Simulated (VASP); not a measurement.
The system is Si.

```xyz
9
Lattice="6.7272 0.0000 0.0000 -3.3636 5.8259 0.0000 0.0000 0.0000 4.0776" Properties=species:S:1:pos:R:3 pbc="T T T"
Si   -1.6732    5.7659    3.4772
Si   -0.7932    1.4939    2.1180
Si    2.4664    4.3920    0.7588
Si   -2.4664    4.3920    1.9596
Si    1.6732    5.7659    3.3188
Si    0.7932    1.4939    0.6004
Si   -0.8200    4.3573    0.6796
Si    0.0000    2.9371    3.3980
Si    0.8200    4.3573    2.0388
```

The cell was built from a structure type or drawn by symmetry, and may not be a known phase.

* Program: VASP 6.6.1
* Task: relaxation of cell and atoms
* Functional: PBE
* Potentials or basis: VASP PAW PBE potentials, release 64 (Si)
* Cutoff: 600 eV
* k mesh: 3 × 3 × 4
* Occupations: gaussian, width 0.1 eV
* Spin: no spin polarisation

At the start: pressure 34.1 GPa; volume 17.76 Å³/atom.

Where does the relaxation end?

Over 14 steps the energy falls by 554.4 meV/atom and the volume is 23.04 Å³/atom (+29.7 %); space group P3_212 (No. 153, to 0.1 Å) before and after.

Step by step:
| step | energy change (eV) | largest force (eV/Å) | pressure (GPa) | volume (Å³) |
| --- | --- | --- | --- | --- |
| 1 | 0.0000 | 2.7177 | 34.10 | 159.81 |
| 2 | -2.1557 | 1.0884 | -9.05 | 264.10 |
| 3 | -4.4894 | 1.1032 | -0.10 | 208.59 |
| 4 | -4.4921 | 1.0971 | 0.25 | 207.53 |
| 5 | -4.4922 | 1.0900 | 0.60 | 206.50 |
| 6 | -4.7081 | 0.1410 | -0.34 | 209.86 |
| 7 | -4.7233 | 0.5217 | -0.56 | 210.97 |
| 8 | -4.8566 | 0.3124 | -0.33 | 209.95 |
| 9 | -4.9537 | 0.2848 | 0.08 | 207.69 |
| 10 | -4.9544 | 0.2821 | 0.03 | 207.92 |
| 11 | -4.9759 | 0.1551 | -0.09 | 208.02 |
| 12 | -4.9817 | 0.1949 | -0.18 | 208.11 |
| 13 | -4.9885 | 0.0549 | 0.31 | 207.07 |
| 14 | -4.9895 | 0.0247 | 0.18 | 207.34 |

Final structure:
```cif
data_structure
_symmetry_space_group_name_H-M 'P 1'
_symmetry_Int_Tables_number 1
_cell_length_a 7.7321
_cell_length_b 7.7321
_cell_length_c 4.0046
_cell_angle_alpha 90.000
_cell_angle_beta 90.000
_cell_angle_gamma 120.000
_cell_volume 207.34
loop_
_atom_site_label
_atom_site_type_symbol
_atom_site_fract_x
_atom_site_fract_y
_atom_site_fract_z
_atom_site_occupancy
Si1 Si 0.24691 0.99893 0.83455 1
Si2 Si 0.00107 0.24798 0.50121 1
Si3 Si 0.75202 0.75309 0.16788 1
Si4 Si 0.00107 0.75309 0.49879 1
Si5 Si 0.75202 0.99893 0.83212 1
Si6 Si 0.24691 0.24798 0.16545 1
Si7 Si 0.24960 0.75040 0.16667 1
Si8 Si 0.24960 0.49921 0.83333 1
Si9 Si 0.50079 0.75040 0.50000 1
```

Caveat: the k points lie up to 0.39 Å⁻¹ apart in the final cell; the volume moved by over 15 % at a fixed basis, so the end points are rough.
